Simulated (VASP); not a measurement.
**Sc: single point with PBE**

The system is Sc.

```
CELL_PARAMETERS angstrom
-1.84039 1.84039 1.83461
1.84039 -1.84039 1.83461
1.84039 1.84039 -1.83461
ATOMIC_POSITIONS crystal
Sc 0.00000 0.00000 0.00000
```

This isn't the form of Sc at room conditions, which is hcp.

```yaml
Program: VASP 6.6.1
Task: single point
Functional: PBE
Potentials_or_basis: VASP PAW PBE potentials, release 64 (Sc_sv)
Cutoff: 520 eV
k_mesh: 22 × 22 × 22
Occupations: gaussian, width 0.1 eV
Spin: no spin polarisation
```

| Property | Result |
| --- | --- |
| Pressure | 0.0 GPa |
| Band gap on the k mesh | zero (an odd number of electrons rules out a gap without spin polarisation) |

Levels at points of the mesh, in eV from the Fermi level:
```
           k point  band 2  band 3  band 4  band 5  band 6  band 7  band 8  band 9
(0.00, 0.00, 0.00)  -28.03  -28.03  -28.03   -5.22    1.42    1.44    1.44    2.82
(0.50, 0.00, 0.00)  -28.41  -28.15  -28.03   -1.77    0.27    0.44    2.80    3.13
(0.50, 0.50, 0.00)  -28.41  -28.15  -28.03   -1.77    0.30    0.42    2.78    3.12
(0.50, 0.50, 0.50)  -28.30  -28.30  -28.29   -1.21   -1.20    3.82    3.82    3.82
```

Wall time 69 s on 1 thread of Intel(R) Xeon(R) 6975P-C (Granite Rapids), with other jobs on the host, peak memory 0.33 GiB.
